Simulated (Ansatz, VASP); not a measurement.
**TiN: VASP beside Ansatz**

INCAR

```
SYSTEM = TiN
PREC = Accurate
ENCUT = 520
EDIFF = 1E-8
ISMEAR = -1
SIGMA = 0.05
LREAL = .FALSE.
LASPH = .TRUE.
NELM = 60
ALGO = Normal
ISIF = 2
LWAVE = .FALSE.
LCHARG = .FALSE.
GGA = PS
LEFG = .TRUE.
NBANDS = 16
```

Contents of KPOINTS:

```
Automatic mesh
0
G
  17 17 17
  0 0 0
```

Contents of POSCAR:

```
TiN
1.0
    0.0000000000      2.1636184092      2.1636184092
    2.1636184092      0.0000000000      2.1636184092
    2.1636184092      2.1636184092      0.0000000000
Ti N
1 1
Direct
    0.0000000000      0.0000000000      0.0000000000
    0.5000000000      0.5000000000      0.5000000000
```

Input for Ansatz:

```yaml
crystal:
  lattice:
    - [0.0, 2.1636184092, 2.1636184092]
    - [2.1636184092, 0.0, 2.1636184092]
    - [2.1636184092, 2.1636184092, 0.0]
  atoms:
    - { symbol: Ti, position: [0.0, 0.0, 0.0] }
    - { symbol: "N", position: [0.5, 0.5, 0.5] }
kpoints:
  mp_grid: { grid: [17, 17, 17] }
scf:
  occupations: { method: fermi_dirac, width: 0.05 }
hamiltonian:
  xc: pbesol
  pseudopotentials: { kind: all_electron, datasets: crystal }
output:
  forces: true
  stress: true
  eigenvalues: true
  efg: { contact_densities: true }
```

Change from the starting cell: volume scaled by 1.06, crystal datasets.

Alike in both runs: task electric field gradients; functional PBEsol; k mesh 17 × 17 × 17; occupations fermi-dirac, width 0.05 eV; no spin polarisation.

```csv
,VASP,Ansatz
version,VASP 6.6.1,Ansatz 0.2.0
potentials or method,"VASP PAW PBE potentials, release 64 (Ti_sv, N), cutoff 520 eV","all-electron PAW with datasets made for the crystal, scalar-relativistic"
```

Ansatz gave:

| Item | Value |
| --- | --- |
| pressure (GPa) | -21.7 |

**Question.** Estimate VASP's values.

**Answer.** Pressure (GPa): -21.2.

VASP's potentials were made for PBE, not for PBEsol. Ansatz ran all-electron here, and VASP with PAW potentials.
